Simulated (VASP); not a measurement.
Input of a VASP 6.6.1 run:

The input INCAR:

```
PREC     = Accurate       # precision mode
ENCUT    = 520            # plane-wave cutoff, eV
EDIFF    = 1E-7           # SCF threshold, eV
ISMEAR   = 0              # smearing method
SIGMA    = 0.05           # smearing width, eV
LREAL    = F              # projectors in reciprocal space
LASPH    = T              # aspherical terms in the spheres
NELM     = 100            # most SCF steps
ALGO     = Normal         # electronic algorithm
ISIF     = 2              # what is computed and relaxed
LWAVE    = F              # write WAVECAR
LCHARG   = F              # write CHGCAR
GGA      = PE             # functional
NBANDS   = 35             # bands
```

The input KPOINTS:

```
Automatic mesh
0
Gamma
  6 6 10
```

POSCAR

```
SnO2
1.0
    4.5855182201      0.0000000000      0.0000000000
    0.0000000000      4.5855311983      0.0000000000
    0.0000000000      0.0000000000      3.1585049500
Sn O
2 4
Direct
    0.5000000000      0.5000000000      0.5000000000
    0.0000000000      0.0000000000      0.0000000000
    0.2687275378      0.3435154434      0.0000000000
    0.7687275378      0.1564845566      0.5000000000
    0.2312724622      0.8435154434      0.5000000000
    0.7312724622      0.6564845566      0.0000000000
```

Potentials or basis: VASP PAW PBE potentials, release 64 (Sn_d, O).

Run with:

```sh
$ cat potpaw_PBE.64/Sn_d/POTCAR potpaw_PBE.64/O/POTCAR > POTCAR
$ mpirun -np 1 vasp_std > vasp.out
```

Q: Estimate the pressure.

A: 26.8 GPa.

Q: Predict the band gap on the k mesh.

A: 2.25 eV (least direct gap 2.27 eV).

Q: Predict the largest force.

A: 0.020 eV/Å.

Forces in eV/Å, atoms in the order of the input:
```
Sn   0.000  0.000  0.000
Sn   0.000  0.000  0.000
O   -0.020 -0.001  0.000
O   -0.020  0.001  0.000
O    0.020 -0.001  0.000
O    0.020  0.001  0.000
```

Caveat: the cell stands under pressure; spin-orbit coupling is left out, which moves the levels of the heavy elements. A k mesh can miss the band edges.
